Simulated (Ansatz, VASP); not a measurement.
One calculation of MoS2, two programs

Contents of POSCAR:

```
MoS2
1.0
    3.0805618612      0.0000000000      0.0000000000
   -1.5402809306      2.6678448297      0.0000000000
    0.0000000000      0.0000000000     11.3177041874
Mo S
2 4
Direct
    0.6666666667      0.3333333333      0.2500000000
    0.3333333333      0.6666666667      0.7500000000
    0.3333333333      0.6666666667      0.3876858847
    0.6666666667      0.3333333333      0.8876858847
    0.3333333333      0.6666666667      0.1123141153
    0.6666666667      0.3333333333      0.6123141153
```

The input INCAR.step1:

```
SYSTEM = MoS2
  ALGO = Normal
  EDIFF = 1E-4
  ENCUT = 520
  GGA = PE
  ISMEAR = 0
  LASPH = .True.
  LCHARG = .False.
  LREAL = .False.
  LWAVE = .True.
  NBANDS = 35
  NELM = 100
  PREC = Accurate
  SIGMA = 0.02
```

File INCAR.step2:

```
SYSTEM = MoS2
  ALGO = Normal
  EDIFF = 1E-6
  ENCUT = 520
  ISIF = 2
  ISMEAR = 0
  ISTART = 1
  LASPH = .True.
  LCHARG = .True.
  LELF = .True.
  LMIXTAU = .True.
  LREAL = .False.
  LVHAR = .True.
  LWAVE = .False.
  METAGGA = R2SCAN
  NBANDS = 35
  NELM = 100
  PREC = Accurate
  SIGMA = 0.02
```

The input KPOINTS:

```
k-points
0
Gamma
  12 12 4
  0 0 0
```

Input for Ansatz:

```yaml
crystal:
  lattice:
    - [3.0805618612, 0.0, 0.0]
    - [-1.5402809306, 2.6678448297, 0.0]
    - [0.0, 0.0, 11.3177041874]
  atoms:
    - { symbol: Mo, position: [0.6666666667, 0.3333333333, 0.25] }
    - { symbol: Mo, position: [0.3333333333, 0.6666666667, 0.75] }
    - { symbol: S, position: [0.3333333333, 0.6666666667, 0.3876858847] }
    - { symbol: S, position: [0.6666666667, 0.3333333333, 0.8876858847] }
    - { symbol: S, position: [0.3333333333, 0.6666666667, 0.1123141153] }
    - { symbol: S, position: [0.6666666667, 0.3333333333, 0.6123141153] }
basis:
  ecutwfc: 500
kpoints:
  mp_grid: { grid: [12, 12, 4] }
  band_path: { path: [VBM, CBM], npoints: 2 }
hamiltonian:
  xc: r2scan
scf:
  occupations: { method: gaussian, width: 0.02 }
output:
  forces: true
  stress: true
  eigenvalues: true
checkpoint:
  read: start.run
  write: ck
  compress: false
  write_wavefunctions: false
  write_every: 100000
```

Alike in both runs: task single point; functional r2SCAN; k mesh 12 × 12 × 4; occupations gaussian, width 0.02 eV; no spin polarisation.

|  | VASP | Ansatz |
| --- | --- | --- |
| version | VASP 6.6.1 | Ansatz 0.2.0 |
| potentials or method | VASP PAW PBE potentials, release 64 (Mo_sv, S), cutoff 520 eV | scalar-relativistic, plane waves, PAW |
| valence electrons in the cell | 52 | 52 |

```csv
,VASP,Ansatz,Ansatz less VASP
gap on the k mesh at the Fermi level (eV),0.45,0.44,-0.018
least direct gap on the mesh (eV),1.98,1.97,-0.008
pressure (GPa),15.1,15.0,-0.09
"traceless stress, the component that is largest in VASP (GPa)",-0.01,0.05,+0.060
```

VASP's potentials were made for PBE, not for r2SCAN.
